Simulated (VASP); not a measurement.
# SrO (Fm-3m) in VASP: further runs

Aim: see how the results for SrO move with the level of theory and the settings. Levels: PBE, r2SCAN. Tasks: single point.

Everything below comes from runs of VASP 6.6.1. Logs are shortened: lines on timing, memory, paths and dates and some standing lists are left out, and cuts for length are marked.

### Step 1. The cell of the first run

It takes space group Fm-3m (No. 225, cubic). The conventional cell has a = 5.297 Å, b = 5.297 Å, c = 5.297 Å, α = 90.00°, β = 90.00°, γ = 90.00°. Within 3.5 Å of Sr (site symmetry m-3m) lie 6 O at 2.65 Å. Within 3.5 Å of O (site symmetry m-3m) lie 6 Sr at 2.65 Å.

### Step 2. Single point, PBE (18.57 Å³/atom)

INCAR

```
SYSTEM = SrO
  PREC = Accurate
  ENCUT = 520
  EDIFF = 1E-7
  ISMEAR = 0
  SIGMA = 0.01
  LREAL = .False.
  LASPH = .True.
  NELM = 80
  ALGO = Normal
  ISIF = 2
  LWAVE = .False.
  LCHARG = .False.
  GGA = PE
  NBANDS = 15
```

KPOINTS

```
regular mesh
0
Gamma
  8 8 8
  0 0 0
```

POSCAR

```
SrO
1.0
    0.0000000000      2.6483148576      2.6483148576
    2.6483148576      0.0000000000      2.6483148576
    2.6483148576      2.6483148576      0.0000000000
Sr O
1 1
Direct
    0.5000000000      0.5000000000      0.5000000000
    0.0000000000      0.0000000000      0.0000000000
```

Potentials or basis: VASP PAW PBE potentials, release 64 (Sr_sv, O).

Launch:

```bash
> cat potpaw_PBE.64/Sr_sv/POTCAR potpaw_PBE.64/O/POTCAR > POTCAR
> mpirun -np 1 vasp_std > vasp.out
```

OUTCAR:

```text
SYSTEM = SrO
   PREC = Accurate
   ENCUT = 520
   EDIFF = 1E-7
   ISMEAR = 0
   LREAL = .False.
   LASPH = .True.
   NELM = 80
   ISIF = 2
   GGA = PE

 ion  position               nearest neighbor table
   1  0.500  0.500  0.500-   2 2.65   2 2.65   2 2.65   2 2.65   2 2.65   2 2.65
   2  0.000  0.000  0.000-   1 2.65   1 2.65   1 2.65   1 2.65   1 2.65   1 2.65

  LATTYP: Found a face centered cubic cell.
 ALAT       =     5.2966297152

  Lattice vectors:

 A1 = (   0.0000000000,   2.6483148576,   2.6483148576)
 A2 = (   2.6483148576,   0.0000000000,   2.6483148576)
 A3 = (   2.6483148576,   2.6483148576,   0.0000000000)

Analysis of symmetry for initial positions (statically):
=====================================================================
 Subroutine PRICEL returns:
 Original cell was already a primitive cell.

 Routine SETGRP: Setting up the symmetry group for a
 face centered cubic supercell.

 Subroutine GETGRP returns: Found 48 space group operations
 (whereof 48 operations were pure point group operations)
 out of a pool of 48 trial point group operations.

The static configuration has the point symmetry O_h .

Analysis of symmetry for dynamics (positions and initial velocities):
=====================================================================
 Subroutine PRICEL returns:
 Original cell was already a primitive cell.

 Routine SETGRP: Setting up the symmetry group for a
 face centered cubic supercell.

 Subroutine GETGRP returns: Found 48 space group operations
 (whereof 48 operations were pure point group operations)
 out of a pool of 48 trial point group operations.

The dynamic configuration has the point symmetry O_h .

 Subroutine INISYM returns: Found 48 space group operations
 (whereof 48 operations are pure point group operations),
 and found     1 'primitive' translations

----------------------------------------------------------------------------------------

                                     Primitive cell

  volume of cell :      37.1483

  direct lattice vectors                    reciprocal lattice vectors
     0.000000000  2.648314858  2.648314858    -0.188799303  0.188799303  0.188799303
     2.648314858  0.000000000  2.648314858     0.188799303 -0.188799303  0.188799303
     2.648314858  2.648314858  0.000000000     0.188799303  0.188799303 -0.188799303

  length of vectors
     3.745282789  3.745282789  3.745282789     0.327009986  0.327009986  0.327009986

  position of ions in fractional coordinates (direct lattice)
     0.500000000  0.500000000  0.500000000
     0.000000000  0.000000000  0.000000000

  ion indices of the primitive-cell ions
   primitive index   ion index
                 1           1
                 2           2

----------------------------------------------------------------------------------------

 KPOINTS: regular mesh

Automatic generation of k-mesh.
 Grid dimensions read from file:
 generate k-points for:    8    8    8

 Generating k-lattice:

  Cartesian coordinates                     Fractional coordinates (reciprocal lattice)
    -0.023599913  0.023599913  0.023599913     0.125000000  0.000000000  0.000000000
     0.023599913 -0.023599913  0.023599913     0.000000000  0.125000000  0.000000000
     0.023599913  0.023599913 -0.023599913     0.000000000  0.000000000  0.125000000

  Length of vectors
     0.040876248  0.040876248  0.040876248

  Shift w.r.t. Gamma in fractional coordinates (k-lattice)
     0.000000000  0.000000000  0.000000000

 Subroutine IBZKPT returns following result:
 ===========================================

 Found     29 irreducible k-points:

 Following reciprocal coordinates:
            Coordinates               Weight
  0.000000  0.000000  0.000000      1.000000
  0.125000  0.000000  0.000000      8.000000
  0.250000  0.000000  0.000000      8.000000
  0.375000  0.000000  0.000000      8.000000
  0.500000  0.000000  0.000000      4.000000
  0.125000  0.125000  0.000000      6.000000
[... 16 lines left out ...]
  0.500000  0.250000  0.125000     48.000000
 -0.375000  0.250000  0.125000     24.000000
 [... further k-points ...]
   k-points           NKPTS =     29   k-points in BZ     NKDIM =     29   number of bands    NBANDS=     15
   number of dos      NEDOS =    301   number of ions     NIONS =      2
   total plane-waves  NPLWV =  21952
   dimension x,y,z NGX =    28 NGY =   28 NGZ =   28
   dimension x,y,z NGXF=    56 NGYF=   56 NGZF=   56
   ions per type =               1   1
   NGX,Y,Z   is equivalent  to a cutoff of  12.43, 12.43, 12.43 a.u.
   NGXF,Y,Z  is equivalent  to a cutoff of  24.86, 24.86, 24.86 a.u.
 SYSTEM =  SrO
   PREC   = accura    normal or accurate (medium, high low for compatibility)
   ISTART =      0    job   : 0-new  1-cont  2-samecut
   ICHARG =      2    charge: 1-file 2-atom 10-const
   ISPIN  =      1    spin polarized calculation?
   LNONCOLLINEAR =      F non collinear calculations
   LSORBIT =      F    spin-orbit coupling
   LASPH  =      T    aspherical Exc in radial PAW
   ENCUT  =  520.0 eV  38.22 Ry    6.18 a.u.   6.96  6.96  6.96*2*pi/ulx,y,z
   NELM   =     80;   NELMIN=  2; NELMDL= -5     # of ELM steps
   EDIFF  = 0.1E-06   stopping-criterion for ELM
   LREAL  =      F    real-space projection
   EDIFFG = 0.1E-05   stopping-criterion for IOM
   NSW    =      0    number of steps for IOM
   IBRION =     -1    ionic relax: 0-MD 1-quasi-New 2-CG
   NFREE  =      0    steps in history (QN), initial steepest desc. (CG)
   ISIF   =      2    stress and relaxation
   ISYM   =      2    0-nonsym 1-usesym 2-fastsym
   POTIM  = 0.5000    time-step for ionic-motion
   TEBEG  =    0.0;   TEEND  =   0.0 temperature during run
   PSTRESS=    0.0 pullay stress
   NELECT =      16.0000    total number of electrons
   NUPDOWN=      -1.0000    fix difference up-down
   EMIN   =  10.00;   EMAX   =-10.00  energy-range for DOS
   EFERMI =   0.00;   METHOD = LEGACY
   ISMEAR =     0;   SIGMA  =   0.01  broadening in eV -4-tet -1-fermi 0-gaus
   EFERMI_NEDOS =   21; number of points for ismear=-14 and -15
   IALGO  =     38    algorithm
   IMIX   =      4    mixing-type and parameters
     AMIX     =   0.40;   BMIX     =  1.00
     AMIX_MAG =   1.60;   BMIX_MAG =  1.00
  volume/ion in A,a.u.               =      18.57       125.34
  Fermi-wavevector in a.u.,A,eV,Ry     =   1.236332  2.336329 20.796743  1.528518
  Thomas-Fermi vector in A             =   2.370945
   LORBIT       =      0    0 simple, 1 ext, 2 COOP (PROOUT), +10 PAW based schemes
   GGA     = PE    functional components
   LHFCALC =     F    Hartree Fock is set to
   AEXX    =    0.0000 exact exchange contribution
   IVDW    =     0    specifies the selected vdW correction
   LEPSILON=     F    determine dielectric tensor
   LRPA    =     F    only Hartree local field effects (RPA)
 non-spin polarized calculation
 Gauss-broadening in eV      SIGMA  =   0.01
  energy-cutoff  :      520.00
  volume of cell :       37.15
 maximum number of plane-waves:      1012
   NGX = 13   NGY = 13   NGZ = 13

 number of electron      16.0000007 magnetization

 Free energy of the ion-electron system (eV)
  ---------------------------------------------------
  ext. energy  EPLUGINS =         0.00000000
  ---------------------------------------------------
  free energy    TOTEN  =       -12.03202925 eV

  energy without entropy =      -12.03202925  energy(sigma->0) =      -12.03202925

 E-fermi :   1.4068     XC(G=0):  -9.6143

 val. band max:        1.2660613975   @ k =   0.0000   0.0000   0.0000
 cond. band min:       4.5631768437   @ k =   0.5000   0.5000   0.0000
 fundamental gap:      3.2971154462
 Fermi energy:         1.4067562778

 k-point     1 :       0.0000    0.0000    0.0000
  band No.  band energies     occupation
      1     -31.4522      2.00000
      2     -13.7126      2.00000
      3     -13.1685      2.00000
      4     -13.1685      2.00000
      5     -13.1685      2.00000
      6       1.2661      2.00000
      7       1.2661      2.00000
      8       1.2661      2.00000
      9       4.6460      0.00000
     10       7.2700      0.00000
     11       7.2700      0.00000
     12       7.2700      0.00000
     13       9.2448      0.00000
     14       9.2448      0.00000
     15      13.5348      0.00000

 k-point     2 :       0.1250    0.0000    0.0000
  band No.  band energies     occupation
      1     -31.4389      2.00000
      2     -14.1119      2.00000
      3     -13.1784      2.00000
      4     -13.1784      2.00000
      5     -12.8043      2.00000
      6       0.8348      2.00000
      7       1.0990      2.00000
      8       1.0990      2.00000
      9       5.3142      0.00000
     10       7.1250      0.00000
     11       7.5459      0.00000
     12       7.5459      0.00000
     13       9.5952      0.00000
     14       9.5952      0.00000
     15      14.4372      0.00000

 k-point     3 :       0.2500    0.0000    0.0000
  band No.  band energies     occupation
      1     -31.4064      2.00000
      2     -14.6300      2.00000
      3     -13.2021      2.00000
      4     -13.2021      2.00000
      5     -12.3708      2.00000
      6       0.0717      2.00000
      7       0.7347      2.00000
      8       0.7347      2.00000
      9       6.7181      0.00000
     10       7.0867      0.00000
     11       8.2903      0.00000
     12       8.2903      0.00000
     13      10.4803      0.00000
     14      10.4803      0.00000
     15      16.1647      0.00000
[... 343 lines left out ...]
 k-point    23 :       0.5000    0.2500    0.1250
  band No.  band energies     occupation
      1     -31.3566      2.00000
      2     -14.7951      2.00000
      3     -13.4404      2.00000
      4     -13.2997      2.00000
      5     -12.3170      2.00000
      6      -0.1773      2.00000
      7       0.4447      2.00000
      8       0.7542      2.00000
      9       6.6264      0.00000
     10       7.8954      0.00000
     11       9.5610      0.00000
     12       9.8380      0.00000
     13      11.5848      0.00000
     14      12.4482      0.00000
     15      14.5104      0.00000

 k-point    24 :      -0.3750    0.2500    0.1250
  band No.  band energies     occupation
      1     -31.3457      2.00000
      2     -14.8524      2.00000
      3     -13.4583      2.00000
      4     -13.3377      2.00000
      5     -12.2874      2.00000
      6      -0.2074      2.00000
      7       0.4856      2.00000
      8       0.5237      2.00000
      9       7.3060      0.00000
     10       7.6393      0.00000
     11       9.8556      0.00000
     12      10.2031      0.00000
     13      12.0565      0.00000
     14      13.2844      0.00000
     15      13.5410      0.00000

 [... further k-points ...]

------------------------ aborting loop because EDIFF is reached ----------------------------------------

  FORCE on cell =-STRESS in cart. coord.  units (eV):
  Direction    XX          YY          ZZ          XY          YZ          ZX
  --------------------------------------------------------------------------------------
  -------------------------------------------------------------------------------------
  Total       -0.9109960     -0.9109960     -0.9109960      0.0000000      0.0000000      0.0000000
  in kB      -39.2905586    -39.2905586    -39.2905586      0.0000000      0.0000000      0.0000000
  external PRESSURE =     -39.2905586 kB  Pullay stress =       0.0000000 kB

 VOLUME and BASIS-vectors are now :
 -----------------------------------------------------------------------------
  energy-cutoff  :      520.00
  volume of cell :       37.15
      direct lattice vectors                 reciprocal lattice vectors
     0.000000000  2.648314858  2.648314858    -0.188799303  0.188799303  0.188799303
     2.648314858  0.000000000  2.648314858     0.188799303 -0.188799303  0.188799303
     2.648314858  2.648314858  0.000000000     0.188799303  0.188799303 -0.188799303

 POSITION                                       TOTAL-FORCE (eV/Angst)
 -----------------------------------------------------------------------------------
      2.64831      2.64831      2.64831        -0.000000      0.000000     -0.000000
      0.00000      0.00000      0.00000         0.000000     -0.000000      0.000000
 -----------------------------------------------------------------------------------
    total drift:                                0.000000      0.000000      0.000000

  FREE ENERGIE OF THE ION-ELECTRON SYSTEM (eV)
  ---------------------------------------------------
  free  energy   TOTEN  =       -12.0320292536 eV

  energy  without entropy=      -12.0320292536  energy(sigma->0) =      -12.03202925
```

It took 8.5 s on 1 thread of Intel Xeon 6975P-C (Granite Rapids), shared host; peak memory 0.16 GiB.

What came out:

| Property | Result |
| --- | --- |
| Free energy | -12.0320 eV |
| Pressure | -3.9 GPa |
| Band gap on the k mesh | 3.30 eV (least direct gap 3.38 eV) |

Caveat: the cell stands under tension. A k mesh can miss the band edges.

### Step 3. Single point, r2SCAN (16.14 Å³/atom)

This run uses another cell than the first one, of 16.14 Å³/atom.

POSCAR

```
SrO
1.0
    0.0000000000      2.5272270674      2.5272270674
    2.5272270674      0.0000000000      2.5272270674
    2.5272270674      2.5272270674      0.0000000000
Sr O
1 1
Direct
    0.5000000000      0.5000000000      0.5000000000
    0.0000000000      0.0000000000      0.0000000000
```

INCAR.step1

```
PREC = Accurate
ENCUT = 520
ISMEAR = 0
SIGMA = 0.01
LREAL = F
LASPH = T
NELM = 100
NBANDS = 15
GGA = PE
ALGO = Normal
EDIFF = 1E-4
LWAVE = T
LCHARG = F
```

INCAR.step2

```
PREC = Accurate
ENCUT = 520
EDIFF = 1E-7
ISMEAR = 0
SIGMA = 0.01
LREAL = F
LASPH = T
NELM = 100
ALGO = Normal
ISIF = 2
LWAVE = F
LCHARG = F
METAGGA = R2SCAN
LMIXTAU = T
NBANDS = 15
ISTART = 1
```

KPOINTS

```
Automatic mesh
0
Gamma
  8 8 8
```

Potentials or basis: VASP PAW PBE potentials, release 64 (Sr_sv, O).

Launch:

```bash
> cat potpaw_PBE.64/Sr_sv/POTCAR potpaw_PBE.64/O/POTCAR > POTCAR
> cp INCAR.step1 INCAR
> mpirun -np 1 vasp_std > vasp.out
> cp INCAR.step2 INCAR
> mpirun -np 1 vasp_std > vasp.out
```

Wall time 35 s (1 thread of Intel Xeon 6975P-C (Granite Rapids), shared host); peak memory 0.17 GiB.

It converged, with:

| Quantity | Value |
| --- | --- |
| Free energy | -27.0057 eV |
| Pressure | 7.4 GPa |
| Band gap on the k mesh | 3.71 eV (least direct gap 3.75 eV) |

Levels at points of the mesh, in eV from the valence-band top:
```tsv
k point	band 6	band 7	band 8	band 9	band 10	band 11
(0.00, 0.00, 0.00)	0.00	0.00	0.00	5.06	6.89	6.89
(0.50, 0.00, 0.00)	-2.22	-1.24	-1.24	7.34	9.52	9.79
(0.50, 0.50, 0.00)	-0.33	-0.05	-0.05	3.71	8.93	11.27
```

Caveat: the cell stands under pressure; the PAW data sets were made with another functional, which shifts forces and pressure a little. A k mesh can miss the band edges.
